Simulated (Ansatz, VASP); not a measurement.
## GaN in VASP and in Ansatz

```
CELL_PARAMETERS angstrom
0.00000 2.25350 2.25350
2.25350 0.00000 2.25350
2.25350 2.25350 0.00000
ATOMIC_POSITIONS crystal
Ga 0.00000 0.00000 0.00000
N 0.25000 0.25000 0.25000
```

Alike in both runs: functional revPBE; k mesh 10 × 10 × 10; occupations fermi-dirac, width 0.05 eV; no spin polarisation.

|  | VASP | Ansatz |
| --- | --- | --- |
| version | VASP 6.6.1 | Ansatz 0.2.0 |
| potentials or method | VASP PAW PBE potentials, release 64 (Ga_d, N) | Ansatz PAW |
| plane-wave cutoff (eV) | 520 | 420 |
| valence electrons in the cell | 18 | 18 |
| task | single point | band structure |

|  | VASP | Ansatz | Ansatz less VASP |
| --- | --- | --- | --- |
| gap on the k mesh at the Fermi level (eV) | 1.76 | 1.74 | -0.021 |
| least direct gap on the mesh (eV) | 1.76 | 1.74 | -0.021 |
| pressure (GPa) | 7.9 | 8.0 | +0.14 |

VASP's potentials were made for PBE, not for revPBE.
